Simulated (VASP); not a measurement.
A run of VASP 6.6.1 is set up as follows.

Contents of INCAR:

```
SYSTEM = GaP
PREC     = Accurate       ! precision mode
ENCUT    = 520            ! plane-wave cutoff, eV
EDIFF    = 1E-7           ! SCF threshold, eV
ISMEAR   = 0              ! smearing method
SIGMA    = 0.01           ! smearing width, eV
LREAL    = .FALSE.        ! projectors in reciprocal space
LASPH    = .TRUE.         ! aspherical terms in the spheres
NELM     = 60             ! most SCF steps
ALGO     = Normal         ! electronic algorithm
ISIF     = 2              ! what is computed and relaxed
LWAVE    = .FALSE.        ! write WAVECAR
LCHARG   = .FALSE.        ! write CHGCAR
GGA      = PE             ! functional
NBANDS   = 16             ! bands
```

The input KPOINTS:

```
regular mesh
0
G
  4 4 4
  0 0 0
```

Contents of POSCAR:

```
GaP
1.0
    0.0000000000      2.7254101929      2.7254101929
    2.7254101929      0.0000000000      2.7254101929
    2.7254101929      2.7254101929      0.0000000000
Ga P
1 1
Direct
    0.0000000000      0.0000000000      0.0000000000
    0.2500000000      0.2500000000      0.2500000000
```

Potentials or basis: VASP PAW PBE potentials, release 64 (Ga_d, P).

Command:

```console
$ cat potpaw_PBE.64/Ga_d/POTCAR potpaw_PBE.64/P/POTCAR > POTCAR
$ mpirun -np 1 vasp_std > vasp.out
```

(1) Estimate the band gap on the k mesh.

(2) Estimate the pressure.

Results:

(1) 1.63 eV (least direct gap 1.82 eV).

(2) 2.9 GPa.

Caveat: the k points lie up to 0.50 Å⁻¹ apart.
